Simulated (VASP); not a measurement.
Here is a VASP 6.6.1 calculation.

INCAR

```
SYSTEM = Sr
ALGO = Normal
EDIFF = 1E-7
ENCUT = 520
GGA = PE
ISIF = 2
ISMEAR = 0
LASPH = .True.
LCHARG = .True.
LELF = .True.
LREAL = .False.
LVHAR = .True.
LWAVE = .False.
NBANDS = 22
NELM = 100
PREC = Accurate
SIGMA = 0.1
```

File KPOINTS:

```
k-points
0
Gamma
  12 12 4
  0 0 0
```

The input POSCAR:

```
Sr
1.0
    3.7803175468     -2.0986173325      0.1497496478
    3.7803175468      2.0986173325      0.1497496478
   -2.1263938798      0.0000000000      9.7616091766
Sr
3
Direct
    0.0000000000      0.0000000000      0.5000000000
    0.2232130082      0.2232130082      0.1701370356
    0.7767869918      0.7767869918      0.8298629644
```

Potentials or basis: VASP PAW PBE potentials, release 64 (Sr_sv).

Launch:

```console
$ cat potpaw_PBE.64/Sr_sv/POTCAR > POTCAR
$ mpirun -np 1 vasp_std > vasp.out
```

**Question.** What does it give for the largest force?

**Answer.** 0.066 eV/Å.

**Question.** Estimate the band gap on the k mesh.

**Answer.** Zero (band 15 reaches 1.86 eV, above the bottom of band 16 at 1.71 eV).

Forces on the atoms (eV/Å):
```
Sr   0.000  0.000  0.000
Sr  -0.013  0.000 -0.065
Sr   0.013  0.000  0.065
```

Caveat: the cell differs from its parent crystal (strained).
